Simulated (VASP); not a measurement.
# BN (P1) in VASP: a series of runs, part 2 of 2

VASP 6.6.1. Earlier steps stand in the parts before.

### 3 Single point, PBE

INCAR

```
SYSTEM = BN
  PREC = Accurate
  ENCUT = 520
  EDIFF = 1E-7
  ISMEAR = 0
  SIGMA = 0.05
  LREAL = .FALSE.
  LASPH = .TRUE.
  NELM = 60
  ALGO = Normal
  ISIF = 2
  LWAVE = .FALSE.
  LCHARG = .TRUE.
  GGA = PE
  LELF = .TRUE.
  LVHAR = .TRUE.
  NBANDS = 16
```

KPOINTS

```
Automatic mesh
0
G
  6 6 6
  0 0 0
```

POSCAR

```
BN
1.0
    0.0000000000     -1.8123937734     -1.8848895243
   -1.8848895243      0.0000000000     -1.8848895243
    1.8848895243      1.8123937734     -3.7697790487
B N
2 2
Direct
   -0.0063974680      0.0285243107      0.0000000000
    0.5063974680      0.4714756893      0.5000000000
    0.3684530531      0.4041907904      0.8750000000
    0.8815469469      0.8458092096      0.3750000000
```

Potentials or basis: VASP PAW PBE potentials, release 64 (B, N).

The run is started by

```
> cat potpaw_PBE.64/B/POTCAR potpaw_PBE.64/N/POTCAR > POTCAR
> mpirun -np 1 vasp_std > vasp.out
```

OUTCAR:

```text
SYSTEM = BN
   PREC = Accurate
   ENCUT = 520
   EDIFF = 1E-7
   ISMEAR = 0
   LREAL = .FALSE.
   LASPH = .TRUE.
   NELM = 60
   ISIF = 2
   GGA = PE

 ion  position               nearest neighbor table
   1  0.994  0.029  0.000-   3 1.61   3 1.61   3 1.61   4 1.62
   2  0.506  0.471  0.500-   4 1.61   4 1.61   4 1.61   3 1.62
   3  0.368  0.404  0.875-   1 1.61   1 1.61   1 1.61   2 1.62
   4  0.882  0.846  0.375-   2 1.61   2 1.61   2 1.61   1 1.62

  LATTYP: Found a base centered monoclinic cell.
 ALAT       =     4.4994112723
 B/A-ratio  =     0.5924411367
 C/A-ratio  =     1.0000000000
 COS(beta)  =    -0.2980269990

  Lattice vectors:

 A1 = (   1.8848895243,  -1.8123937734,   0.0000000000)
 A2 = (   0.0000000000,  -1.8123937734,  -1.8848895243)
 A3 = (   1.8848895243,   3.6247875468,  -1.8848895244)

Analysis of symmetry for initial positions (statically):
=====================================================================
 Subroutine PRICEL returns:
 Original cell was already a primitive cell.

 Routine SETGRP: Setting up the symmetry group for a
 base centered monoclinic supercell.

 Subroutine GETGRP returns: Found  1 space group operations
 (whereof  1 operations were pure point group operations)
[... 167 lines left out ...]

 E-fermi :   6.8573     XC(G=0): -12.4067

 val. band max:        6.6376394482   @ k =   0.0000   0.0000   0.0000
 cond. band min:      10.3468188146   @ k =   0.5000   0.0000   0.5000
 fundamental gap:      3.7091793664
 Fermi energy:         6.8572569516

 k-point     1 :       0.0000    0.0000    0.0000
  band No.  band energies     occupation
      1     -12.8972      2.00000
      2      -9.0694      2.00000
      3      -3.5253      2.00000
      4       4.3641      2.00000
      5       4.8866      2.00000
      6       6.2087      2.00000
[... 433 lines left out ...]
      3      -2.4615      2.00000
      4      -1.6206      2.00000
      5       0.7064      2.00000
      6       2.0429      2.00000
[... 8 lines left out ...]
     15      20.6913      0.00000
     16      22.4100      0.00000

 [... further k-points ...]
[... 5 lines left out ...]
  --------------------------------------------------------------------------------------
  -------------------------------------------------------------------------------------
  Total       -5.3074725     -1.6772057     -5.1988177      0.0595434     -0.0323166     -0.1061276
  in kB     -330.1520370   -104.3308070   -323.3931501      3.7039027     -2.0102610     -6.6016833
  external PRESSURE =    -252.6253314 kB  Pullay stress =       0.0000000 kB

 VOLUME and BASIS-vectors are now :
 -----------------------------------------------------------------------------
  energy-cutoff  :      520.00
  volume of cell :       25.76
      direct lattice vectors                 reciprocal lattice vectors
     0.000000000 -1.812393773 -1.884889524     0.132633768 -0.413817356 -0.132633768
    -1.884889524  0.000000000 -1.884889524    -0.397901304  0.137939119 -0.132633768
     1.884889524  1.812393773 -3.769779049     0.132633768  0.137939119 -0.132633768

 POSITION                                       TOTAL-FORCE (eV/Angst)
 -----------------------------------------------------------------------------------
     -0.05377     -1.80080     -1.92660         0.471578     -0.101217      0.389206
      0.05377     -0.01159     -3.72807        -0.501994      0.102572     -0.369419
      0.88742      0.91806     -4.75490         0.666611     -0.131540      0.512065
     -0.88742     -0.91806     -4.66954        -0.636195      0.130185     -0.531852
 -----------------------------------------------------------------------------------
    total drift:                               -0.000031     -0.000045      0.000045

  FREE ENERGIE OF THE ION-ELECTRON SYSTEM (eV)
  ---------------------------------------------------
  free  energy   TOTEN  =       -34.5920971159 eV

  energy  without entropy=      -34.5920971159  energy(sigma->0) =      -34.59209712
```

OSZICAR:

```text
N       E                     dE             d eps       ncg     rms          rms(c)
DAV:   1     0.368857778117E+02    0.36886E+02   -0.83844E+03  3592   0.976E+02
DAV:   2    -0.338484789640E+02   -0.70734E+02   -0.65628E+02  5200   0.220E+02
DAV:   3    -0.362671905998E+02   -0.24187E+01   -0.24115E+01  4072   0.376E+01
DAV:   4    -0.362738054562E+02   -0.66149E-02   -0.66143E-02  4376   0.226E+00
DAV:   5    -0.362738265207E+02   -0.21065E-04   -0.21064E-04  4024   0.118E-01    0.883E+00
DAV:   6    -0.346958735771E+02    0.15780E+01   -0.22166E+00  4648   0.134E+01    0.409E+00
DAV:   7    -0.346146250773E+02    0.81248E-01   -0.26995E-01  4392   0.415E+00    0.260E+00
DAV:   8    -0.345935583642E+02    0.21067E-01   -0.48261E-02  4096   0.177E+00    0.273E-01
DAV:   9    -0.345918252287E+02    0.17331E-02   -0.18751E-03  4192   0.550E-01    0.114E-01
DAV:  10    -0.345920911303E+02   -0.26590E-03   -0.59534E-04  4408   0.184E-01    0.291E-02
DAV:  11    -0.345920959461E+02   -0.48158E-05   -0.38435E-05  4600   0.593E-02    0.138E-02
DAV:  12    -0.345920970182E+02   -0.10720E-05   -0.57602E-06  4216   0.239E-02    0.233E-03
DAV:  13    -0.345920971159E+02   -0.97720E-07   -0.16121E-07  2888   0.360E-03
   1 F= -.34592097E+02 E0= -.34592097E+02  d E =-.546023E-12
```

Run time: 17 s. Hardware: 1 thread of Intel Xeon 6975P-C (Granite Rapids), shared host; peak memory 0.15 GiB.

What came out:

```
Free energy            : -34.5921 eV
Pressure               : -25.3 GPa
Largest force          : 0.851 eV/Å
Band gap on the k mesh : 3.71 eV
```

Forces in eV/Å, atoms in the order of the input:
```
B    0.472 -0.101  0.389
B   -0.502  0.103 -0.369
N    0.667 -0.132  0.512
N   -0.636  0.130 -0.532
```

Caveat: the k points lie up to 0.48 Å⁻¹ apart.
